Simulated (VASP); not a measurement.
Wanted: the native input for a VASP 6.6.1 run.

```yaml
Task: single point
Functional: LDA
Potentials_or_basis: VASP PAW LDA potentials, release 64 (Ag)
Cutoff: 520 eV
k_mesh: 11 × 11 × 11
Occupations: fermi-dirac, width 0.05 eV
Spin: no spin polarisation
Dipole_correction: no
Further_INCAR_settings: ALGO = Fast; EDIFF = 1e-06; NBANDS = 12
```

The structure of Ag lies in POSCAR:

```
Ag
1.0
    0.0000000000      2.0010495236      2.0010495236
    2.0010495236      0.0000000000      2.0010495236
    2.0010495236      2.0010495236      0.0000000000
Ag
1
Direct
    0.0000000000      0.0000000000      0.0000000000
```

One way to write it, as run:

INCAR

```
SYSTEM = Ag
  ALGO = Fast
  EDIFF = 1E-6
  ENCUT = 520
  GGA = CA
  ISIF = 2
  ISMEAR = -1
  LASPH = .True.
  LCHARG = .False.
  LREAL = .False.
  LWAVE = .False.
  NBANDS = 12
  NELM = 60
  PREC = Accurate
  SIGMA = 0.05
```

KPOINTS

```
k-points
0
Gamma
  11 11 11
  0 0 0
```

Potentials or basis: VASP PAW LDA potentials, release 64 (Ag).

Run with:

```bash
$ cat potpaw_LDA.64/Ag/POTCAR > POTCAR
$ mpirun -np 1 vasp_std > vasp.out
```

Results of the run:

- Pressure: -0.3 GPa

Run time: 11 s on 1 thread of AMD EPYC 7R13 Processor (Zen 3), on a shared host, peak memory 0.1 GiB.
